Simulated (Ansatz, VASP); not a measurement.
## One calculation of In, two programs

```
In
1.0
    -1.65054    1.65054    2.51106
     1.65054   -1.65054    2.51106
     1.65054    1.65054   -2.51106
In
1
Direct
  0.00000 0.00000 0.00000
```

Change from the starting cell: strain +0.015 along x and y, +0.015 along z, atoms carried along.

Alike in both runs: task single point; functional PBEsol; k mesh 20 × 20 × 20; occupations gaussian, width 0.15 eV; no spin polarisation.

```csv
,VASP,Ansatz
version,VASP 6.6.1,Ansatz 0.2.0
potentials or method,"VASP PAW PBE potentials, release 64 (In_d), cutoff 520 eV","scalar-relativistic, plane waves, PAW"
valence electrons in the cell,13,13
```

Ansatz gave:

```
gap on the k mesh at the Fermi level (eV)                     : none
pressure (GPa)                                                : -2.5
traceless stress, the component that is largest in VASP (GPa) : -0.14
```

Problem. What did VASP give for the same quantities?

Solution. gap on the k mesh at the Fermi level (eV): none; pressure (GPa): -2.5; traceless stress, the component that is largest in VASP (GPa): -0.15.

VASP's potentials were made for PBE, not for PBEsol. A gap of «none» marks a metal or a gap that the smearing closes. With one functional, cell and mesh, what is left measures potentials, basis and numerics.
